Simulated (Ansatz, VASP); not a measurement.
Cu3Sn in VASP and in Ansatz

```
CELL_PARAMETERS angstrom
4.17467 0.00000 0.00000
0.00000 5.38369 0.00000
0.00000 0.00000 4.75681
ATOMIC_POSITIONS crystal
Cu 0.50000 0.00000 0.29303
Cu 0.00000 0.50000 0.70697
Cu 0.00000 0.24557 0.15304
Cu 0.00000 0.75443 0.15304
Cu 0.50000 0.74557 0.84696
Cu 0.50000 0.25443 0.84696
Sn 0.00000 0.00000 0.65303
Sn 0.50000 0.50000 0.34697
```

Alike in both runs: functional LDA; k mesh 8 × 8 × 8; occupations gaussian, width 0.1 eV; no spin polarisation.

Ansatz relaxed the structure, and its values are those at the end. VASP's run is a single point on that final structure, the one shown.

```csv
,VASP,Ansatz
version,VASP 6.6.1,Ansatz 0.2.0
potentials or method,"VASP PAW LDA potentials, release 64 (Cu, Sn_d), cutoff 520 eV","scalar-relativistic, plane waves, PAW"
valence electrons in the cell,94,142
```

|  | VASP | Ansatz | Ansatz less VASP |
| --- | --- | --- | --- |
| gap on the k mesh at the Fermi level (eV) | none | none | - |
| pressure (GPa) | 0.6 | 0.0 | -0.56 |
| rms of the force components (eV/Å) | 0.005 | 0.000 | -0.0044 |

LDA's correlation is that of Perdew and Zunger in VASP and of Perdew and Wang (1992) in Ansatz. A gap of «none» marks a metal or a gap that the smearing closes. VASP's potentials hold 94 valence electrons a cell and Ansatz's 142, so a difference there can come from the potentials and not from the codes.
